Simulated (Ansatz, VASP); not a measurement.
**HfRe3 in VASP and in Ansatz**

```
Hf Re
1.0
     3.94120    0.00000    0.00000
     0.00000    3.94120    0.00000
     0.00000    0.00000    3.94120
Hf Re
1 3
Direct
  0.00000 0.00000 0.00000
  0.00000 0.50000 0.50000
  0.50000 0.00000 0.50000
  0.50000 0.50000 0.00000
```

Alike in both runs: task relaxation of cell and atoms; functional PBE; k mesh 4 × 4 × 4; occupations gaussian, width 0.1 eV; no spin polarisation.

```csv
,VASP,Ansatz
version,VASP 6.6.1,Ansatz 0.2.0
potentials or method,"VASP PAW PBE potentials, release 64 (Hf_pv, Re), cutoff 600 eV","scalar-relativistic, plane waves, PAW"
valence electrons in the cell,31,71
```

|  | VASP | Ansatz | Ansatz less VASP |
| --- | --- | --- | --- |
| gap on the k mesh at the Fermi level, each at its own relaxed structure (eV) | none | none | - |
| relaxed volume (Å³/atom) | 16.38 | 16.41 | +0.033 |
| relaxed cell length with the largest relative difference (Å) | 4.031 | 4.034 | +0.0027 |

A gap of «none» marks a metal or a gap that the smearing closes. VASP's potentials hold 31 valence electrons a cell and Ansatz's 71, so a difference there can come from the potentials and not from the codes.

The k mesh is coarse, so the values compare programs but aren't converged. Spin-orbit coupling is off throughout.
